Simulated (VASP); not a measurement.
A run of VASP 6.6.1 is set up as follows.

The input POSCAR:

```
BP
1.0
    0.0000000000      2.2690000000      2.2690000000
    2.2690000000      0.0000000000      2.2690000000
    2.2690000000      2.2690000000      0.0000000000
B P
1 1
Direct
    0.0000000000      0.0000000000      0.0000000000
    0.2500000000      0.2500000000      0.2500000000
```

INCAR.step1

```
SYSTEM = BP
PREC = Accurate
ENCUT = 500
EDIFF = 1E-8
ISMEAR = 0
SIGMA = 0.01
LREAL = .FALSE.
LASPH = .TRUE.
NELM = 80
ALGO = Normal
LWAVE = .TRUE.
LCHARG = .FALSE.
GGA = PE
```

The input INCAR.step2:

```
SYSTEM = BP
PREC = Accurate
ENCUT = 500
EDIFF = 1E-8
ISMEAR = 0
SIGMA = 0.01
LREAL = .FALSE.
LASPH = .TRUE.
NELM = 1
ALGO = Exact
LWAVE = .TRUE.
LCHARG = .FALSE.
GGA = PE
NBANDS = 457
LOPTICS = .TRUE.
ISTART = 1
```

The input INCAR.step3:

```
SYSTEM = BP
PREC = Accurate
ENCUT = 500
EDIFF = 1E-8
ISMEAR = 0
SIGMA = 0.01
LREAL = .FALSE.
LASPH = .TRUE.
ALGO = EVGW0
LWAVE = .FALSE.
LCHARG = .FALSE.
GGA = PE
NELMGW = 1
NBANDS = 457
ENCUTGW = 200
NOMEGA = 48
PRECFOCK = Fast
ISTART = 1
NBANDSGW = 12
```

Contents of KPOINTS:

```
regular mesh
0
G
  2 2 2
  0 0 0
```

Potentials or basis: VASP PAW PBE potentials, release 64 (B_GW, P_GW).

Run with:

```bash
$ cat potpaw_PBE.64/B_GW/POTCAR potpaw_PBE.64/P_GW/POTCAR > POTCAR
$ cp INCAR.step1 INCAR
$ mpirun -np 1 vasp_std > vasp.out
$ cp INCAR.step2 INCAR
$ mpirun -np 1 vasp_std > vasp.out
$ cp INCAR.step3 INCAR
$ mpirun -np 1 vasp_std > vasp.out
```

(1) Predict the quasiparticle gap.

(2) Estimate the least direct quasiparticle gap.

(3) Estimate the band gap on the k mesh, mean-field level.

Answers

(1) 1.75 eV.

(2) 4.16 eV.

(3) 1.15 eV, indirect (least direct gap 3.26 eV).

Caveat: the k points lie up to 1.20 Å⁻¹ apart; bands, screening cutoff and mesh are small and nothing is extrapolated, so the quasiparticle values aren't converged.
